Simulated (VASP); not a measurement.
Here is a VASP 6.6.1 calculation.

File POSCAR:

```
H4NF
1.0
    2.2254770000      3.8546390000      0.0000000000
   -2.2254770000      3.8546390000      0.0000000000
    0.0000000000      0.0000000000      7.1829520000
H F N
8 2 2
Direct
    0.4575360000      0.0849280000      0.4280510000
    0.9150720000      0.5424640000      0.9280510000
    0.4575870000      0.4575710000      0.4280710000
    0.5424290000      0.9151580000      0.9280710000
    0.0848420000      0.4575710000      0.4280710000
    0.5424290000      0.5424130000      0.9280710000
    0.3333000000      0.3334000000      0.2170000000
    0.6666000000      0.6667000000      0.7170000000
    0.3333000000      0.3334000000      0.0000000000
    0.6666000000      0.6667000000      0.5000000000
    0.3333000000      0.3334000000      0.3781000000
    0.6666000000      0.6667000000      0.8781000000
```

Contents of INCAR.step1:

```
ALGO = Normal
EDIFF = 1E-4
ENCUT = 520
GGA = PE
ISMEAR = -1
LASPH = True
LCHARG = False
LREAL = False
LWAVE = True
NBANDS = 28
NELM = 100
PREC = Accurate
SIGMA = 0.1
```

Contents of INCAR.step2:

```
ALGO = Normal
EDIFF = 1E-6
ENCUT = 520
ISIF = 2
ISMEAR = -1
ISTART = 1
LASPH = True
LCHARG = False
LMIXTAU = True
LREAL = False
LWAVE = False
METAGGA = R2SCAN
NBANDS = 28
NELM = 100
PREC = Accurate
SIGMA = 0.1
```

File KPOINTS:

```
k-points
0
Gamma
  7 7 4
```

Potentials or basis: VASP PAW PBE potentials, release 64 (H, F, N).

Launch:

```sh
$ cat potpaw_PBE.64/H/POTCAR potpaw_PBE.64/F/POTCAR potpaw_PBE.64/N/POTCAR > POTCAR
$ cp INCAR.step1 INCAR
$ mpirun -np 1 vasp_std > vasp.out
$ cp INCAR.step2 INCAR
$ mpirun -np 1 vasp_std > vasp.out
```

Problem. What does it give for the pressure?

Solution. -1.4 GPa.

Problem. Estimate the band gap on the k mesh.

Solution. 6.58 eV (least direct gap 6.84 eV).

Problem. Estimate the largest force.

Solution. 2.541 eV/Å.

Stress tensor (GPa, compression positive):
```
 2.37  0.00  0.00
 0.00  2.37  0.00
 0.00  0.00 -8.94
```

Caveat: the PAW data sets were made with another functional, which shifts forces and pressure a little; an odd mesh through Γ misses points on the zone boundary, where band edges can lie.
